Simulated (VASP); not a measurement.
Crystal: LiCl.

```xyz
2
Lattice="0.0000 2.5648 2.5648 2.5648 0.0000 2.5648 2.5648 2.5648 0.0000" Properties=species:S:1:pos:R:3 pbc="T T T"
Cl    2.5648    2.5648    2.5648
Li    0.0000    0.0000    0.0000
```

Program: VASP 6.6.1. Alike in all runs: task single point; no spin polarisation; cell as given.

Q: Order these runs on this cell by their band gap on the k mesh, lowest first.
A. level PBEsol-based global hybrid with 25 % exact exchange; potentials or basis VASP PAW PBE potentials, release 64 (Cl, Li_sv); k mesh 5 × 5 × 5; cutoff (eV) 520; smearing fermi-dirac 0.05 eV; grid for exact exchange (PRECFOCK) Normal; share of exact exchange 0.25
B. level LDA; potentials or basis VASP PAW LDA potentials, release 64 (Cl, Li_sv); k mesh 9 × 9 × 9; cutoff (eV) 520; smearing fermi-dirac 0.01 eV
C. level r2SCAN50+D3(BJ); potentials or basis VASP PAW PBE potentials, release 64 (Cl, Li_sv); k mesh 5 × 5 × 5; cutoff (eV) 720; smearing fermi-dirac 0.1 eV; grid for exact exchange (PRECFOCK) Normal; share of exact exchange 0.5
D. level PBE0; potentials or basis VASP PAW PBE potentials, release 64 (Cl, Li_sv); k mesh 5 × 5 × 5; cutoff (eV) 520; smearing methfessel-paxton 0.01 eV; grid for exact exchange (PRECFOCK) Normal; share of exact exchange 0.25
E. level PBE; potentials or basis VASP PAW PBE potentials, release 64 (Cl, Li_sv); k mesh 6 × 6 × 6; cutoff (eV) 750; smearing gaussian 0.01 eV

A: B (6.00 eV), E (6.33 eV), A (8.30 eV), D (8.47 eV), C (10.78 eV).

Caveats: some runs use coarse meshes; an odd mesh through Γ misses points on the zone boundary, where band edges can lie (at least some runs).

A k mesh can miss the band edges, odd and even meshes differently.
